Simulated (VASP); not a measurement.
A run of VASP 6.6.1:

Contents of INCAR:

```
PREC = Accurate ; ENCUT = 520
EDIFF = 1E-7 ; ISMEAR = -1
SIGMA = 0.05 ; LREAL = False
LASPH = True ; NELM = 60
ALGO = Normal ; ISIF = 2
LWAVE = False ; LCHARG = False
GGA = PE ; NBANDS = 11
```

The input KPOINTS:

```
Automatic mesh
0
Gamma
  15 15 15
```

Contents of POSCAR:

```
BN
1.0
    0.0000000000      1.7367477944      1.7367477944
    1.7367477944      0.0000000000      1.7367477944
    1.7367477944      1.7367477944      0.0000000000
B N
1 1
Direct
    0.0000000000      0.0000000000      0.0000000000
    0.2500000000      0.2500000000      0.2500000000
```

Potentials or basis: VASP PAW PBE potentials, release 64 (B, N).

The run is started by

```sh
$ cat potpaw_PBE.64/B/POTCAR potpaw_PBE.64/N/POTCAR > POTCAR
$ mpirun -np 1 vasp_std > vasp.out
```

Hardware: 1 thread of AMD EPYC 7R13, with other jobs on the host.

Q: Estimate the wall time of this run.

A: Wall time 16 s on 1 thread of AMD EPYC 7R13 (shared host), peak memory 0.09 GiB. Counts: scf iterations 13, k points 120.
